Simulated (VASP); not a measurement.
# Lu (Pm-3m) in VASP: notebook

Runs on Lu. Level: PBE. Tasks: single point.

Everything below comes from runs of VASP 6.6.1. Logs are shortened: lines on timing, memory, paths and dates and some standing lists are left out, and cuts for length are marked.

## 1. The cell of the first run

The structure is cubic, space group Pm-3m (No. 221). Conventional cell: a = 3.038 Å, b = 3.038 Å, c = 3.038 Å, α = 90.00°, β = 90.00°, γ = 90.00°. Lu (site symmetry m-3m) has 6 Lu at 3.04 Å within 4.0 Å.

## 2. Single point, PBE (volume scaled by 0.85)

INCAR

```
SYSTEM = Lu
PREC = Accurate
ENCUT = 520
EDIFF = 1E-7
ISMEAR = -1
SIGMA = 0.1
LREAL = .False.
LASPH = .True.
NELM = 80
ALGO = Normal
ISIF = 2
LWAVE = .False.
LCHARG = .False.
GGA = PE
NBANDS = 18
```

KPOINTS

```
Automatic mesh
0
Gamma
  12 12 12
  0 0 0
```

POSCAR

```
Lu
1.0
    3.0379670661      0.0000000000      0.0000000000
    0.0000000000      3.0379670661      0.0000000000
    0.0000000000      0.0000000000      3.0379670661
Lu
1
Direct
    0.0000000000      0.0000000000      0.0000000000
```

Potentials or basis: VASP PAW PBE potentials, release 64 (Lu).

Launch:

```console
> cat potpaw_PBE.64/Lu/POTCAR > POTCAR
> mpirun -np 1 vasp_std > vasp.out
```

OUTCAR:

```text
SYSTEM = Lu
   PREC = Accurate
   ENCUT = 520
   EDIFF = 1E-7
   ISMEAR = -1
   LREAL = .False.
   LASPH = .True.
   NELM = 80
   ISIF = 2
   GGA = PE

 ion  position               nearest neighbor table
   1  0.000  0.000  0.000-

  LATTYP: Found a simple cubic cell.
 ALAT       =     3.0379670661

  Lattice vectors:

 A1 = (   3.0379670661,   0.0000000000,   0.0000000000)
 A2 = (   0.0000000000,   3.0379670661,   0.0000000000)
 A3 = (   0.0000000000,   0.0000000000,   3.0379670661)

Analysis of symmetry for initial positions (statically):
=====================================================================
 Subroutine PRICEL returns:
 Original cell was already a primitive cell.

 Routine SETGRP: Setting up the symmetry group for a
 simple cubic supercell.

 Subroutine GETGRP returns: Found 48 space group operations
[... 9 lines left out ...]

 Routine SETGRP: Setting up the symmetry group for a
 simple cubic supercell.

 Subroutine GETGRP returns: Found 48 space group operations
[... 11 lines left out ...]
                                     Primitive cell

  volume of cell :      28.0381

  direct lattice vectors                    reciprocal lattice vectors
     3.037967066  0.000000000  0.000000000     0.329167492  0.000000000  0.000000000
     0.000000000  3.037967066  0.000000000     0.000000000  0.329167492  0.000000000
     0.000000000  0.000000000  3.037967066     0.000000000  0.000000000  0.329167492

  length of vectors
     3.037967066  3.037967066  3.037967066     0.329167492  0.329167492  0.329167492

  position of ions in fractional coordinates (direct lattice)
     0.000000000  0.000000000  0.000000000

  ion indices of the primitive-cell ions
   primitive index   ion index
                 1           1

----------------------------------------------------------------------------------------

 KPOINTS: Automatic mesh

Automatic generation of k-mesh.
 Grid dimensions read from file:
 generate k-points for:   12   12   12

 Generating k-lattice:

  Cartesian coordinates                     Fractional coordinates (reciprocal lattice)
     0.027430624  0.000000000  0.000000000     0.083333333  0.000000000  0.000000000
     0.000000000  0.027430624  0.000000000     0.000000000  0.083333333  0.000000000
     0.000000000  0.000000000  0.027430624     0.000000000  0.000000000  0.083333333

  Length of vectors
     0.027430624  0.027430624  0.027430624

  Shift w.r.t. Gamma in fractional coordinates (k-lattice)
     0.000000000  0.000000000  0.000000000

 Subroutine IBZKPT returns following result:
 ===========================================

 Found     84 irreducible k-points:

 Following reciprocal coordinates:
            Coordinates               Weight
  0.000000  0.000000  0.000000      1.000000
  0.083333  0.000000  0.000000      6.000000
  0.166667  0.000000  0.000000      6.000000
  0.250000  0.000000  0.000000      6.000000
  0.333333  0.000000  0.000000      6.000000
  0.416667  0.000000  0.000000      6.000000
[... 16 lines left out ...]
  0.333333  0.333333  0.000000     12.000000
  0.416667  0.333333  0.000000     24.000000
 [... further k-points ...]
   k-points           NKPTS =     84   k-points in BZ     NKDIM =     84   number of bands    NBANDS=     18
   number of dos      NEDOS =    301   number of ions     NIONS =      1
   total plane-waves  NPLWV =  13824
   dimension x,y,z NGX =    24 NGY =   24 NGZ =   24
   dimension x,y,z NGXF=    48 NGYF=   48 NGZF=   48
   ions per type =               1
   NGX,Y,Z   is equivalent  to a cutoff of  13.13, 13.13, 13.13 a.u.
   NGXF,Y,Z  is equivalent  to a cutoff of  26.27, 26.27, 26.27 a.u.
 SYSTEM =  Lu
   PREC   = accura    normal or accurate (medium, high low for compatibility)
   ISTART =      0    job   : 0-new  1-cont  2-samecut
   ICHARG =      2    charge: 1-file 2-atom 10-const
   ISPIN  =      1    spin polarized calculation?
   LNONCOLLINEAR =      F non collinear calculations
   LSORBIT =      F    spin-orbit coupling
   LASPH  =      T    aspherical Exc in radial PAW
   ENCUT  =  520.0 eV  38.22 Ry    6.18 a.u.   5.65  5.65  5.65*2*pi/ulx,y,z
   NELM   =     80;   NELMIN=  2; NELMDL= -5     # of ELM steps
   EDIFF  = 0.1E-06   stopping-criterion for ELM
   LREAL  =      F    real-space projection
   EDIFFG = 0.1E-05   stopping-criterion for IOM
   NSW    =      0    number of steps for IOM
   IBRION =     -1    ionic relax: 0-MD 1-quasi-New 2-CG
   NFREE  =      0    steps in history (QN), initial steepest desc. (CG)
   ISIF   =      2    stress and relaxation
   ISYM   =      2    0-nonsym 1-usesym 2-fastsym
   POTIM  = 0.5000    time-step for ionic-motion
   TEBEG  =    0.0;   TEEND  =   0.0 temperature during run
   PSTRESS=    0.0 pullay stress
   NELECT =      25.0000    total number of electrons
   NUPDOWN=      -1.0000    fix difference up-down
   EMIN   =  10.00;   EMAX   =-10.00  energy-range for DOS
   EFERMI =   0.00;   METHOD = LEGACY
   ISMEAR =    -1;   SIGMA  =   0.10  broadening in eV -4-tet -1-fermi 0-gaus
   EFERMI_NEDOS =   21; number of points for ismear=-14 and -15
   IALGO  =     38    algorithm
   IMIX   =      4    mixing-type and parameters
     AMIX     =   0.40;   BMIX     =  1.00
     AMIX_MAG =   1.60;   BMIX_MAG =  1.00
  volume/ion in A,a.u.               =      28.04       189.21
  Fermi-wavevector in a.u.,A,eV,Ry     =   1.575694  2.977629 33.780685  2.482810
  Thomas-Fermi vector in A             =   2.676639
   LORBIT       =      0    0 simple, 1 ext, 2 COOP (PROOUT), +10 PAW based schemes
   GGA     = PE    functional components
   LHFCALC =     F    Hartree Fock is set to
   AEXX    =    0.0000 exact exchange contribution
   IVDW    =     0    specifies the selected vdW correction
   LEPSILON=     F    determine dielectric tensor
   LRPA    =     F    only Hartree local field effects (RPA)
 non-spin polarized calculation
  energy-cutoff  :      520.00
  volume of cell :       28.04
 maximum number of plane-waves:       772
 NGX is ok and might be reduce to    24
   NGX = 11   NGY = 11   NGZ = 11

 number of electron      25.0000012 magnetization

 Free energy of the ion-electron system (eV)
  ---------------------------------------------------
  ext. energy  EPLUGINS =         0.00000000
  ---------------------------------------------------
  free energy    TOTEN  =        -3.60939164 eV

  energy without entropy =       -3.54800779  energy(sigma->0) =       -3.57869972

 E-fermi :   2.3415     XC(G=0): -10.7924

 val. band max:        2.3389004800   @ k =   0.4167   0.0833   0.0000
 cond. band min:       2.3526987782   @ k =   0.4167   0.4167   0.3333
 fundamental gap:      0.0137982981
 Fermi energy:         2.3415024436

 k-point     1 :       0.0000    0.0000    0.0000
  band No.  band energies     occupation
      1     -54.0873      2.00000
      2     -24.3719      2.00000
      3     -24.3719      2.00000
      4     -24.3719      2.00000
      5      -3.6573      2.00000
      6      -2.8547      2.00000
[... 10 lines left out ...]
     17       9.3577      0.00000
     18      14.2229      0.00000

 k-point     2 :       0.0833    0.0000    0.0000
  band No.  band energies     occupation
      1     -54.0838      2.00000
      2     -24.4338      2.00000
      3     -24.3667      2.00000
      4     -24.3667      2.00000
      5      -3.4895      2.00000
      6      -2.8585      2.00000
[... 10 lines left out ...]
     17       9.3818      0.00000
     18      13.3611      0.00000

 k-point     3 :       0.1667    0.0000    0.0000
  band No.  band energies     occupation
      1     -54.0742      2.00000
      2     -24.5997      2.00000
      3     -24.3525      2.00000
      4     -24.3525      2.00000
      5      -3.0178      2.00000
      6      -2.8689      2.00000
[... 10 lines left out ...]
     17       9.4483      0.00000
     18      11.9588      0.00000

 k-point     4 :       0.2500    0.0000    0.0000
  band No.  band energies     occupation
      1     -54.0612      2.00000
      2     -24.8191      2.00000
      3     -24.3331      2.00000
      4     -24.3331      2.00000
      5      -2.8838      2.00000
      6      -2.8826      2.00000
[... 10 lines left out ...]
     17       9.5412      0.00000
     18      10.9605      0.00000

 k-point     5 :       0.3333    0.0000    0.0000
  band No.  band energies     occupation
      1     -54.0481      2.00000
      2     -25.0307      2.00000
      3     -24.3135      2.00000
      4     -24.3135      2.00000
      5      -2.9127      2.00000
      6      -2.8957      2.00000
[... 10 lines left out ...]
     17       9.6364      0.00000
     18      10.8077      0.00000

 k-point     6 :       0.4167    0.0000    0.0000
  band No.  band energies     occupation
      1     -54.0385      2.00000
      2     -25.1812      2.00000
      3     -24.2991      2.00000
      4     -24.2991      2.00000
      5      -2.9317      2.00000
      6      -2.9049      2.00000
[... 10 lines left out ...]
     17       9.7076      0.00000
     18      11.4757      0.00000

 k-point     7 :       0.5000    0.0000    0.0000
  band No.  band energies     occupation
      1     -54.0350      2.00000
      2     -25.2353      2.00000
      3     -24.2939      2.00000
      4     -24.2939      2.00000
      5      -2.9383      2.00000
      6      -2.9083      2.00000
[... 10 lines left out ...]
     17       9.7341      0.00000
     18      12.0275      0.00000

 k-point     8 :       0.0833    0.0833    0.0000
  band No.  band energies     occupation
      1     -54.0803      2.00000
      2     -24.4322      2.00000
      3     -24.4247      2.00000
      4     -24.3615      2.00000
      5      -3.3224      2.00000
      6      -2.8575      2.00000
[... 10 lines left out ...]
     17       9.1284      0.00000
     18      13.6698      0.00000
[... 229 lines left out ...]
     17       7.8660      0.00000
     18      12.5966      0.00000

 k-point    20 :       0.3333    0.2500    0.0000
  band No.  band energies     occupation
      1     -54.0225      2.00000
      2     -24.9761      2.00000
      3     -24.7429      2.00000
      4     -24.2762      2.00000
      5      -2.9027      2.00000
      6      -2.8773      2.00000
[... 10 lines left out ...]
     17       7.8208      0.00000
     18      11.9524      0.00000

 k-point    21 :       0.4167    0.2500    0.0000
  band No.  band energies     occupation
      1     -54.0130      2.00000
      2     -25.1228      2.00000
      3     -24.7247      2.00000
      4     -24.2622      2.00000
      5      -2.9195      2.00000
      6      -2.8761      2.00000
[... 10 lines left out ...]
     17       7.9122      0.00000
     18      11.8197      0.00000

 k-point    22 :       0.5000    0.2500    0.0000
  band No.  band energies     occupation
      1     -54.0095      2.00000
      2     -25.1757      2.00000
      3     -24.7180      2.00000
      4     -24.2570      2.00000
      5      -2.9255      2.00000
      6      -2.8753      2.00000
[... 10 lines left out ...]
     17       7.9519      0.00000
     18      11.9455      0.00000

 k-point    23 :       0.3333    0.3333    0.0000
  band No.  band energies     occupation
      1     -54.0096      2.00000
      2     -24.9577      2.00000
      3     -24.9376      2.00000
      4     -24.2574      2.00000
      5      -2.9013      2.00000
      6      -2.8979      2.00000
[... 10 lines left out ...]
     17       7.2565      0.00000
     18      11.9587      0.00000

 k-point    24 :       0.4167    0.3333    0.0000
  band No.  band energies     occupation
      1     -54.0002      2.00000
      2     -25.0933      2.00000
      3     -24.9269      2.00000
      4     -24.2436      2.00000
      5      -2.9156      2.00000
      6      -2.8976      2.00000
[... 10 lines left out ...]
     17       7.2481      0.00000
     18      11.7560      0.00000

 [... further k-points ...]
[... 5 lines left out ...]
  --------------------------------------------------------------------------------------
  -------------------------------------------------------------------------------------
  Total        1.1007147      1.1007147      1.1007147      0.0000000      0.0000000      0.0000000
  in kB       62.8979013     62.8979013     62.8979013      0.0000000      0.0000000      0.0000000
  external PRESSURE =      62.8979013 kB  Pullay stress =       0.0000000 kB

 VOLUME and BASIS-vectors are now :
 -----------------------------------------------------------------------------
  energy-cutoff  :      520.00
  volume of cell :       28.04
      direct lattice vectors                 reciprocal lattice vectors
     3.037967066  0.000000000  0.000000000     0.329167492  0.000000000  0.000000000
     0.000000000  3.037967066  0.000000000     0.000000000  0.329167492  0.000000000
     0.000000000  0.000000000  3.037967066     0.000000000  0.000000000  0.329167492

 POSITION                                       TOTAL-FORCE (eV/Angst)
 -----------------------------------------------------------------------------------
      0.00000      0.00000      0.00000         0.000000      0.000000      0.000000
 -----------------------------------------------------------------------------------
    total drift:                                0.000000     -0.000000      0.000000

  FREE ENERGIE OF THE ION-ELECTRON SYSTEM (eV)
  ---------------------------------------------------
  free  energy   TOTEN  =        -3.6093916368 eV

  energy  without entropy=       -3.5480077934  energy(sigma->0) =       -3.57869972
```

It took 28 s on 1 thread of Intel Xeon Platinum 8488C (Sapphire Rapids), shared host; peak memory 0.17 GiB.

What came out:

```yaml
Free_energy: -3.6094 eV
Pressure: 6.3 GPa
```

Caveat: spin-orbit coupling is left out, which moves the levels of the heavy elements.

## 3. Single point, PBE (volume scaled by 0.95)

INCAR

```
PREC = Accurate ; ENCUT = 520
EDIFF = 1E-6 ; ISMEAR = -1
SIGMA = 0.1 ; LREAL = False
LASPH = True ; NELM = 100
ALGO = Normal ; ISIF = 2
LWAVE = False ; LCHARG = False
GGA = PE ; NBANDS = 18
```

KPOINTS

```
Automatic mesh
0
Gamma
  12 12 12
```

POSCAR

```
Lu
1.0
    3.1527143342      0.0000000000      0.0000000000
    0.0000000000      3.1527143342      0.0000000000
    0.0000000000      0.0000000000      3.1527143342
Lu
1
Direct
    0.0000000000      0.0000000000      0.0000000000
```

Potentials or basis: VASP PAW PBE potentials, release 64 (Lu).

Launch:

```console
> cat potpaw_PBE.64/Lu/POTCAR > POTCAR
> mpirun -np 1 vasp_std > vasp.out
```

Wall time 22 s (1 thread of Intel Xeon Platinum 8488C (Sapphire Rapids), shared host); peak memory 0.17 GiB.

Results (log left out):

* Free energy: -3.6896 eV
* Pressure: 1.7 GPa

Levels at points of the mesh, in eV from the Fermi level:
```csv
k point,band 8,band 9,band 10,band 11,band 12,band 13,band 14,band 15,band 16,band 17
"(0.00, 0.00, 0.00)",-5.34,-5.31,-5.31,-5.31,-5.28,-0.44,-0.44,6.30,6.30,6.30
"(0.50, 0.00, 0.00)",-5.33,-5.29,-5.26,-5.26,-2.70,-0.32,0.37,3.35,3.35,6.62
"(0.50, 0.50, 0.00)",-5.32,-5.32,-5.27,-5.26,-1.88,-0.14,3.48,3.48,4.00,4.00
"(0.50, 0.50, 0.50)",-5.35,-5.28,-5.28,-5.28,-0.46,-0.46,-0.46,6.20,7.98,7.98
```

Caveat: spin-orbit coupling is left out, which moves the levels of the heavy elements.
